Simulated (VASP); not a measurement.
Set up this calculation in VASP 6.6.1, as the native input.

```
Task                   : single point
Functional             : PBEsol
Potentials or basis    : VASP PAW PBE potentials, release 64 (Ir)
Cutoff                 : 520 eV
k mesh                 : 20 × 20 × 14
Occupations            : gaussian, width 0.1 eV
Spin                   : no spin polarisation
Dipole correction      : no
Further INCAR settings : ALGO = Fast; EDIFF = 1e-06; NBANDS = 16
```

The structure of Ir lies in POSCAR:

```
Ir
1.0
    1.8576192190      1.8576192190      0.0000000000
   -1.8576192190      1.8576192190      0.0000000000
    0.0000000000      0.0000000000      3.9259965529
Ir
2
Direct
    0.0000000000      0.0000000000      0.0000000000
    0.5000000000      0.5000000000      0.5000000000
```

This cell differs from its parent crystal: biaxial strain in the a-b plane: -3.0 %, then relaxed in part.

The input as run:

INCAR

```
SYSTEM = Ir
PREC = Accurate
ENCUT = 520
EDIFF = 1E-6
ISMEAR = 0
SIGMA = 0.1
LREAL = .FALSE.
LASPH = .TRUE.
NELM = 60
ALGO = Fast
ISIF = 2
LWAVE = .FALSE.
LCHARG = .TRUE.
GGA = PS
LELF = .TRUE.
LVHAR = .TRUE.
NBANDS = 16
```

KPOINTS

```
Automatic mesh
0
G
  20 20 14
  0 0 0
```

Potentials or basis: VASP PAW PBE potentials, release 64 (Ir).

Run with:

```sh
$ cat potpaw_PBE.64/Ir/POTCAR > POTCAR
$ mpirun -np 1 vasp_std > vasp.out
```

Results of the run:

```yaml
Pressure: 17.5 GPa
Band_gap_on_the_k_mesh: zero (bands 9 and 10 overlap by 3.98 eV)
```

Caveat: the cell differs from its parent crystal (biaxial strain in the a-b plane: -3.0 %, then relaxed in part); the stress differs along the axes, from 1 to 26 GPa; the PAW data sets were made with another functional, which shifts forces and pressure a little; spin-orbit coupling is left out, which moves the levels of the heavy elements.

Run time: 88 s on 1 thread of Intel(R) Xeon(R) 6975P-C (Granite Rapids), on a shared host, peak memory 0.29 GiB.
